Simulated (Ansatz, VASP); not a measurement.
## Two plane-wave programs on HgTe

File INCAR:

```
SYSTEM = HgTe
  PREC = Accurate
  ENCUT = 500
  EDIFF = 1E-6
  ISMEAR = 0
  SIGMA = 0.01
  LREAL = .False.
  LASPH = .True.
  NELM = 120
  ALGO = Normal
  ISIF = 2
  LWAVE = .False.
  LCHARG = .False.
  GGA = PE
  NBANDS = 16
  GGA_COMPAT = .False.
```

Contents of KPOINTS:

```
regular mesh
0
Gamma
  3 3 3
  0 0 0
```

The input POSCAR:

```
HgTe
1.0
    0.0147400000      3.2111200000      3.1275700000
    3.2112800000     -0.0273100000      3.1696200000
    3.2224200000      3.2643200000     -0.0384600000
Hg Te
1 1
Direct
    0.0015000000      0.9970100000      0.0008700000
    0.2528280808      0.2593223707      0.2395038415
```

Input for Ansatz:

```yaml
crystal:
  lattice:
    - [0.01474, 3.21112, 3.12757]
    - [3.21128, -0.02731, 3.16962]
    - [3.22242, 3.26432, -0.03846]
  atoms:
    - { symbol: Hg, position: [0.0015, 0.99701, 0.00087] }
    - { symbol: Te, position: [0.25282808077057156, 0.2593223706532782, 0.23950384154082419] }
basis:
  ecutwfc: 540.0
  xc_grid: 2
kpoints:
  mp_grid:
    grid: [3, 3, 3]
hamiltonian:
  xc: pbe
scf:
  convergence:
    dr2_threshold: 1.0e-09
  occupations:
    method: fixed
  eigensolver:
    kind: davidson
output:
  forces: true
  stress: true
```

Alike in both runs: task single point; functional PBE; k mesh 3 × 3 × 3; no spin polarisation.

|  | VASP | Ansatz |
| --- | --- | --- |
| version | VASP 6.6.1 | Ansatz 0.2.0 |
| potentials or method | VASP PAW PBE potentials, release 64 (Hg, Te), cutoff 500 eV | plane waves, PAW |
| occupations | gaussian, width 0.01 eV | fixed |
| valence electrons in the cell | 18 | 36 |

VASP gave:

```
pressure (GPa)                                                : 6.4
traceless stress, the component that is largest in VASP (GPa) : -0.92
rms of the force components (eV/Å)                            : 0.170
```

**Question.** Estimate Ansatz's values.

**Answer.** Pressure (GPa): 6.3; traceless stress, the component that is largest in VASP (GPa): -0.89; rms of the force components (eV/Å): 0.166.

Atom by atom the forces differ by 0.005 eV/Å (rms over components). VASP's potentials hold 18 valence electrons a cell and Ansatz's 36, so a difference there can come from the potentials and not from the codes. Ansatz's warnings: stress scf threshold loose.

The k mesh is coarse, so the values compare programs but aren't converged. Neither program's run includes spin-orbit coupling.
